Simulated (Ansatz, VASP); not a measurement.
Two plane-wave programs on In7O

```xyz
8
Lattice="4.5935 2.6520 2.7572 -4.5935 2.6520 2.7572 0.0000 -5.3041 2.7572" Properties=species:S:1:pos:R:3 pbc="T T T"
In    2.5859    2.4128    4.1761
In    0.7966   -3.4459    4.1761
In    3.3825   -1.0331    4.0956
In   -0.7966    3.4459    4.0956
In   -2.5859   -2.4128    4.0956
In   -3.3825    1.0331    4.1761
In    0.0000    0.0000    4.1359
O     0.0000    0.0000    0.0000
```

Alike in both runs: functional PBE; k mesh 3 × 3 × 3; occupations gaussian, width 0.2 eV; no spin polarisation.

Ansatz relaxed the structure, and its values are those at the end. VASP's run is a single point on that final structure, the one shown.

|  | VASP | Ansatz |
| --- | --- | --- |
| version | VASP 6.6.1 | Ansatz 0.2.0 |
| potentials or method | VASP PAW PBE potentials, release 64 (In_d, O), cutoff 600 eV | scalar-relativistic, plane waves, PAW |
| valence electrons in the cell | 97 | 97 |

Ansatz gave:

| Item | Value |
| --- | --- |
| gap on the k mesh at the Fermi level (eV) | none |
| pressure (GPa) | 0.0 |
| rms of the force components (eV/Å) | 0.020 |

Q: What did VASP give for the same quantities?

A: gap on the k mesh at the Fermi level (eV): none; pressure (GPa): 0.0; rms of the force components (eV/Å): 0.019.

A gap of «none» marks a metal or a gap that the smearing closes.

The k mesh is coarse, so the values compare programs but aren't converged.
